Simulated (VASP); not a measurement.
# Au (P1) in VASP: further runs

Au is run at these levels: PBEsol; tasks: single point.

Program: VASP 6.6.1. These are calculated values, not measurements. Logs are shortened: lines on timing, memory, paths and dates and some standing lists are left out, and cuts for length are marked.

## Step 1: The cell of the first run

The typed cell holds 4 atoms: a = 4.088 Å, b = 3.949 Å, c = 5.077 Å, α = 68.53°, β = 64.44°, γ = 89.67°.

## Step 2: Single point, PBEsol

Input file INCAR:

```
SYSTEM = Au
PREC = Accurate
ENCUT = 400
EDIFF = 1E-6
ISMEAR = -1
SIGMA = 0.1
LREAL = .False.
LASPH = .True.
NELM = 120
ALGO = Normal
ISIF = 2
LWAVE = .False.
LCHARG = .True.
GGA = PS
LELF = .True.
LVHAR = .True.
NBANDS = 30
GGA_COMPAT = .False.
```

Input file KPOINTS:

```
regular mesh
0
Gamma
  4 4 4
  0 0 0
```

Input file POSCAR:

```
Au
1.0
   -4.0879100000      0.0665540000      0.0120970000
   -0.0120970000     -0.0621360000      3.9484130000
   -2.1165570000      4.1975180000      1.9181190000
Au
4
Direct
    0.0537584915      0.0766571501      0.9775053558
    0.5779963487      0.4756548620      0.9539997974
    0.2947807368      0.7596592644      0.4417690051
    0.7527312739      0.2324890340      0.5012668585
```

Potentials or basis: VASP PAW PBE potentials, release 64 (Au).

Run with:

```sh
> cat potpaw_PBE.64/Au/POTCAR > POTCAR
> mpirun -np 1 vasp_std > vasp.out
```

OUTCAR:

```text
SYSTEM = Au
   PREC = Accurate
   ENCUT = 400
   EDIFF = 1E-6
   ISMEAR = -1
   LREAL = .False.
   LASPH = .True.
   NELM = 120
   ISIF = 2
   GGA = PS

 ion  position               nearest neighbor table
   1  0.054  0.077  0.978-   2 2.51   2 2.60   4 2.71   4 2.71   3 2.81   3 2.83   3 2.89   4 3.03
                             2 3.15   3 3.18   2 3.19   4 3.23
   2  0.578  0.476  0.954-   1 2.51   1 2.60   4 2.63   3 2.81   3 2.82   3 2.88   4 2.88   4 2.98
                             3 3.13   1 3.15   4 3.17   1 3.19
   3  0.295  0.760  0.442-   2 2.81   4 2.81   1 2.81   2 2.82   1 2.83   4 2.83   2 2.88   4 2.88
                             1 2.89   4 2.89   2 3.13   1 3.18
   4  0.753  0.232  0.501-   2 2.63   1 2.71   1 2.71   3 2.81   3 2.83   3 2.88   2 2.88   3 2.89
                             2 2.98   1 3.03   2 3.17   1 3.23

  LATTYP: Found a triclinic cell.
 ALAT       =     4.0884696331
 B/A-ratio  =     1.9009474542
 C/A-ratio  =     3.3757297053
 COS(alpha) =     0.0010619989
 COS(beta)  =     0.5696525692
 COS(gamma) =     0.8078704220

  Lattice vectors:

 A1 = (  -4.0879100000,   0.0665540000,   0.0120970000)
 A2 = (  -6.2044670000,   4.2640720000,   1.9302160000)
 A3 = (  -8.0185190000,  -8.1332380000,  -7.7483600000)

Analysis of symmetry for initial positions (statically):
=====================================================================
 Subroutine PRICEL returns:
 Original cell was already a primitive cell.

 Routine SETGRP: Setting up the symmetry group for a
 triclinic supercell.

 Subroutine GETGRP returns: Found  1 space group operations
 (whereof  1 operations were pure point group operations)
 out of a pool of  2 trial point group operations.

The static configuration has the point symmetry C_1 .

Analysis of symmetry for dynamics (positions and initial velocities):
=====================================================================
 Subroutine PRICEL returns:
 Original cell was already a primitive cell.

 Routine SETGRP: Setting up the symmetry group for a
 triclinic supercell.

 Subroutine GETGRP returns: Found  1 space group operations
 (whereof  1 operations were pure point group operations)
 out of a pool of  2 trial point group operations.

The dynamic configuration has the point symmetry C_1 .

 Subroutine INISYM returns: Found  1 space group operations
 (whereof  1 operations are pure point group operations),
 and found     1 'primitive' translations

----------------------------------------------------------------------------------------

                                     Primitive cell

  volume of cell :      67.6815

  direct lattice vectors                    reciprocal lattice vectors
    -4.087910000  0.066554000  0.012097000    -0.246636445 -0.123133212 -0.002693377
    -0.012097000 -0.062136000  3.948413000    -0.001135926 -0.115474635  0.251445613
    -2.116557000  4.197518000  1.918119000     0.003893744  0.238478995  0.003764863

  length of vectors
     4.088469633  3.948920414  5.077218864     0.275678396  0.276695822  0.238540493

  position of ions in fractional coordinates (direct lattice)
     0.053758491  0.076657150  0.977505356
     0.577996349  0.475654862  0.953999797
     0.294780737  0.759659264  0.441769005
     0.752731274  0.232489034  0.501266859

  ion indices of the primitive-cell ions
   primitive index   ion index
                 1           1
                 2           2
                 3           3
                 4           4

----------------------------------------------------------------------------------------

 KPOINTS: regular mesh

Automatic generation of k-mesh.
 Grid dimensions read from file:
 generate k-points for:    4    4    4

 Generating k-lattice:

  Cartesian coordinates                     Fractional coordinates (reciprocal lattice)
    -0.061659111 -0.030783303 -0.000673344     0.250000000  0.000000000  0.000000000
    -0.000283981 -0.028868659  0.062861403    -0.000000000  0.250000000  0.000000000
     0.000973436  0.059619749  0.000941216    -0.000000000  0.000000000  0.250000000

  Length of vectors
     0.068919599  0.069173955  0.059635123

  Shift w.r.t. Gamma in fractional coordinates (k-lattice)
     0.000000000  0.000000000  0.000000000

 Subroutine IBZKPT returns following result:
 ===========================================

 Found     36 irreducible k-points:

 Following reciprocal coordinates:
            Coordinates               Weight
  0.000000  0.000000  0.000000      1.000000
  0.250000  0.000000 -0.000000      2.000000
  0.500000  0.000000 -0.000000      1.000000
 -0.000000  0.250000  0.000000      2.000000
  0.250000  0.250000 -0.000000      2.000000
  0.500000  0.250000  0.000000      2.000000
[... 16 lines left out ...]
  0.000000 -0.250000  0.250000      2.000000
  0.250000 -0.250000  0.250000      2.000000
 [... further k-points ...]
   k-points           NKPTS =     36   k-points in BZ     NKDIM =     36   number of bands    NBANDS=     30
   number of dos      NEDOS =    301   number of ions     NIONS =      4
   total plane-waves  NPLWV =  28224
   dimension x,y,z NGX =    28 NGY =   28 NGZ =   36
   dimension x,y,z NGXF=    56 NGYF=   56 NGZF=   72
   ions per type =               4
   NGX,Y,Z   is equivalent  to a cutoff of  11.39, 11.79, 11.79 a.u.
   NGXF,Y,Z  is equivalent  to a cutoff of  22.77, 23.58, 23.58 a.u.
 SYSTEM =  Au
   PREC   = accura    normal or accurate (medium, high low for compatibility)
   ISTART =      0    job   : 0-new  1-cont  2-samecut
   ICHARG =      2    charge: 1-file 2-atom 10-const
   ISPIN  =      1    spin polarized calculation?
   LNONCOLLINEAR =      F non collinear calculations
   LSORBIT =      F    spin-orbit coupling
   LASPH  =      T    aspherical Exc in radial PAW
   ENCUT  =  400.0 eV  29.40 Ry    5.42 a.u.   6.67  6.44  8.28*2*pi/ulx,y,z
   NELM   =    120;   NELMIN=  2; NELMDL= -5     # of ELM steps
   EDIFF  = 0.1E-05   stopping-criterion for ELM
   LREAL  =      F    real-space projection
   EDIFFG = 0.1E-04   stopping-criterion for IOM
   NSW    =      0    number of steps for IOM
   IBRION =     -1    ionic relax: 0-MD 1-quasi-New 2-CG
   NFREE  =      0    steps in history (QN), initial steepest desc. (CG)
   ISIF   =      2    stress and relaxation
   ISYM   =      2    0-nonsym 1-usesym 2-fastsym
   POTIM  = 0.5000    time-step for ionic-motion
   TEBEG  =    0.0;   TEEND  =   0.0 temperature during run
   PSTRESS=    0.0 pullay stress
   NELECT =      44.0000    total number of electrons
   NUPDOWN=      -1.0000    fix difference up-down
   EMIN   =  10.00;   EMAX   =-10.00  energy-range for DOS
   EFERMI =   0.00;   METHOD = LEGACY
   ISMEAR =    -1;   SIGMA  =   0.10  broadening in eV -4-tet -1-fermi 0-gaus
   EFERMI_NEDOS =   21; number of points for ismear=-14 and -15
   IALGO  =     38    algorithm
   IMIX   =      4    mixing-type and parameters
     AMIX     =   0.40;   BMIX     =  1.00
     AMIX_MAG =   1.60;   BMIX_MAG =  1.00
  volume/ion in A,a.u.               =      16.92       114.18
  Fermi-wavevector in a.u.,A,eV,Ry     =   1.418194  2.679999 27.365064  2.011275
  Thomas-Fermi vector in A             =   2.539345
   LORBIT       =      0    0 simple, 1 ext, 2 COOP (PROOUT), +10 PAW based schemes
   GGA     = PS    functional components
   LHFCALC =     F    Hartree Fock is set to
   AEXX    =    0.0000 exact exchange contribution
   IVDW    =     0    specifies the selected vdW correction
   LEPSILON=     F    determine dielectric tensor
   LRPA    =     F    only Hartree local field effects (RPA)
 non-spin polarized calculation
  energy-cutoff  :      400.00
  volume of cell :       67.68
 maximum number of plane-waves:      1243
 NGX is ok and might be reduce to    28
   NGX = 13   NGY = 13   NGZ = 17

 number of electron      44.0000002 magnetization

 Free energy of the ion-electron system (eV)
  ---------------------------------------------------
  ext. energy  EPLUGINS =         0.00000000
  ---------------------------------------------------
  free energy    TOTEN  =       -14.97630001 eV

  energy without entropy =      -14.93743170  energy(sigma->0) =      -14.95686585

 E-fermi :   9.6701     XC(G=0): -12.8855

 val. band max:        9.6675037220   @ k =   0.5000   0.5000   0.5000
 cond. band min:       9.7170552106   @ k =   0.5000   0.5000  -0.0000
 fundamental gap:      0.0495514886
 Fermi energy:         9.6701038757

 k-point     1 :       0.0000    0.0000    0.0000
  band No.  band energies     occupation
      1      -0.6658      2.00000
      2       2.0966      2.00000
      3       2.5677      2.00000
      4       3.1105      2.00000
      5       3.2557      2.00000
      6       3.6280      2.00000
[... 22 lines left out ...]
     29      16.6296      0.00000
     30      18.9187      0.00000

 k-point     2 :       0.2500    0.0000   -0.0000
  band No.  band energies     occupation
      1       0.2289      2.00000
      2       2.4462      2.00000
      3       2.7136      2.00000
      4       3.1033      2.00000
      5       3.3926      2.00000
      6       3.4994      2.00000
[... 22 lines left out ...]
     29      18.7078      0.00000
     30      19.8327      0.00000

 k-point     3 :       0.5000    0.0000   -0.0000
  band No.  band energies     occupation
      1       2.0197      2.00000
      2       2.4470      2.00000
      3       2.9749      2.00000
      4       3.1293      2.00000
      5       3.4515      2.00000
      6       3.6834      2.00000
[... 22 lines left out ...]
     29      20.7118      0.00000
     30      20.8006      0.00000

 k-point     4 :      -0.0000    0.2500    0.0000
  band No.  band energies     occupation
      1       0.1892      2.00000
      2       2.5471      2.00000
      3       2.8523      2.00000
      4       3.1150      2.00000
      5       3.3522      2.00000
      6       3.4720      2.00000
[... 616 lines left out ...]
     29      19.7167      0.00000
     30      21.8715      0.00000

 k-point    23 :       0.0000   -0.2500    0.2500
  band No.  band energies     occupation
      1       1.2541      2.00000
      2       2.3580      2.00000
      3       2.5679      2.00000
      4       2.7560      2.00000
      5       2.9197      2.00000
      6       3.1826      2.00000
[... 22 lines left out ...]
     29      20.0348      0.00000
     30      20.2552      0.00000

 k-point    24 :       0.2500   -0.2500    0.2500
  band No.  band energies     occupation
      1       1.0041      2.00000
      2       2.5835      2.00000
      3       2.7944      2.00000
      4       3.0353      2.00000
      5       3.3948      2.00000
      6       3.7235      2.00000
[... 22 lines left out ...]
     29      19.9170      0.00000
     30      21.2334      0.00000

 [... further k-points ...]
[... 5 lines left out ...]
  --------------------------------------------------------------------------------------
  -------------------------------------------------------------------------------------
  Total        5.8927515      2.5942733      4.5545438      0.4977117      1.2740592      0.9897832
  in kB      139.4950775     61.4124577    107.8166014     11.7819898     30.1599333     23.4304600
  external PRESSURE =     102.9080456 kB  Pullay stress =       0.0000000 kB

 VOLUME and BASIS-vectors are now :
 -----------------------------------------------------------------------------
  energy-cutoff  :      400.00
  volume of cell :       67.68
      direct lattice vectors                 reciprocal lattice vectors
    -4.087910000  0.066554000  0.012097000    -0.246636445 -0.123133212 -0.002693377
    -0.012097000 -0.062136000  3.948413000    -0.001135926 -0.115474635  0.251445613
    -2.116557000  4.197518000  1.918119000     0.003893744  0.238478995  0.003764863

 POSITION                                       TOTAL-FORCE (eV/Angst)
 -----------------------------------------------------------------------------------
     -2.28963      4.10191      2.17830        -0.228436      0.143321     -2.831374
     -4.38775      4.01334      3.71496         0.772798      0.546487      3.132460
     -2.14926      1.82675      3.85038        -0.082986      0.082160      0.037279
     -4.14087      2.13973      1.88856        -0.461377     -0.771969     -0.338365
 -----------------------------------------------------------------------------------
    total drift:                                0.000012      0.000018     -0.000017

  FREE ENERGIE OF THE ION-ELECTRON SYSTEM (eV)
  ---------------------------------------------------
  free  energy   TOTEN  =       -14.9763000057 eV

  energy  without entropy=      -14.9374317005  energy(sigma->0) =      -14.95686585
```

It took 1.7 min on 1 thread of Intel Xeon 8259CL, shared host; peak memory 0.18 GiB.

Results:

| Property | Result |
| --- | --- |
| Free energy | -14.9763 eV |
| Pressure | 10.3 GPa |
| Largest force | 3.272 eV/Å |
| Band gap on the k mesh | zero (band 22 reaches 11.66 eV, above the bottom of band 23 at 8.26 eV) |

Forces in eV/Å, atoms in the order of the input:
```
Au  -0.228  0.143 -2.831
Au   0.773  0.546  3.132
Au  -0.083  0.082  0.037
Au  -0.461 -0.772 -0.338
```

Stress tensor (GPa, compression positive):
```
13.95  1.18  2.34
 1.18  6.14  3.02
 2.34  3.02 10.78
```

Caveat: the k points lie up to 0.43 Å⁻¹ apart; the PAW data sets were made with another functional, which shifts forces and pressure a little; spin-orbit coupling is left out, which moves the levels of the heavy elements.

## Step 3: Single point, PBEsol

Input file INCAR:

```
PREC = Accurate
ENCUT = 400
EDIFF = 1E-6
ISMEAR = -1
SIGMA = 0.1
LREAL = F
LASPH = T
NELM = 120
ALGO = Normal
ISIF = 2
LWAVE = F
LCHARG = F
GGA = PS
NBANDS = 30
GGA_COMPAT = F
```

Input file KPOINTS:

```
Automatic mesh
0
Gamma
  4 4 4
```

Input file POSCAR:

```
Au
1.0
   -4.0879100000      0.0665540000      0.0120970000
   -0.0120970000     -0.0621360000      3.9484130000
   -2.1165570000      4.1975180000      1.9181190000
Au
4
Direct
    0.0535906998      0.0560883816      0.9794541518
    0.5717185191      0.4934428184      0.9620893606
    0.2900184562      0.7625032340      0.4434568268
    0.7578805193      0.2341967742      0.4952541170
```

Potentials or basis: VASP PAW PBE potentials, release 64 (Au).

Run with:

```sh
> cat potpaw_PBE.64/Au/POTCAR > POTCAR
> mpirun -np 1 vasp_std > vasp.out
```

Run time: 2.4 min. Hardware: 1 thread of Intel Xeon 8259CL, shared host; peak memory 0.19 GiB.

It converged, with:

- Free energy: -15.3875 eV
- Pressure: 5.6 GPa
- Largest force: 1.783 eV/Å
- Band gap on the k mesh: zero (band 22 reaches 11.69 eV, above the bottom of band 23 at 8.26 eV)

Forces in eV/Å, atoms in the order of the input:
```
Au   0.130 -0.205 -1.766
Au   0.467  0.174  1.601
Au  -0.212  0.391  0.012
Au  -0.385 -0.360  0.153
```

Stress tensor (GPa, compression positive):
```
6.94 1.41 1.51
1.41 3.02 2.58
1.51 2.58 6.73
```

Levels at points of the mesh, in eV from the Fermi level:
```
           k point  band 18  band 19  band 20  band 21  band 22  band 23  band 24  band 25  band 26  band 27
(0.00, 0.00, 0.00)    -2.07    -1.89    -1.82    -1.73     0.29     4.52     4.89     4.93     5.70     5.74
(0.50, 0.00, 0.00)    -3.06    -2.69    -2.28    -2.12    -1.94     0.95     1.34     6.80     7.03     8.22
(0.00, 0.50, 0.00)    -3.35    -2.70    -2.39    -2.23    -2.05     1.59     2.61     6.59     6.81     7.07
(0.50, 0.50, 0.00)    -2.29    -2.25    -2.06    -1.27    -1.05    -0.33    -0.05     2.76     2.82     7.54
(0.00, 0.00, 0.50)    -2.34    -2.12    -1.91    -1.77    -1.67     0.82     1.58     5.48     6.17     8.89
(0.50, 0.00, 0.50)    -3.10    -2.71    -2.32    -2.23    -2.16     1.47     2.09     6.76     7.07     8.18
(0.00, 0.50, 0.50)    -3.29    -2.67    -2.34    -2.16    -1.80     1.11     1.80     6.57     7.00     7.08
(0.50, 0.50, 0.50)    -2.33    -2.13    -1.97    -1.59    -1.05    -0.28    -0.13     2.54     3.29     7.32
```

Caveat: the k points lie up to 0.43 Å⁻¹ apart; the PAW data sets were made with another functional, which shifts forces and pressure a little; spin-orbit coupling is left out, which moves the levels of the heavy elements.
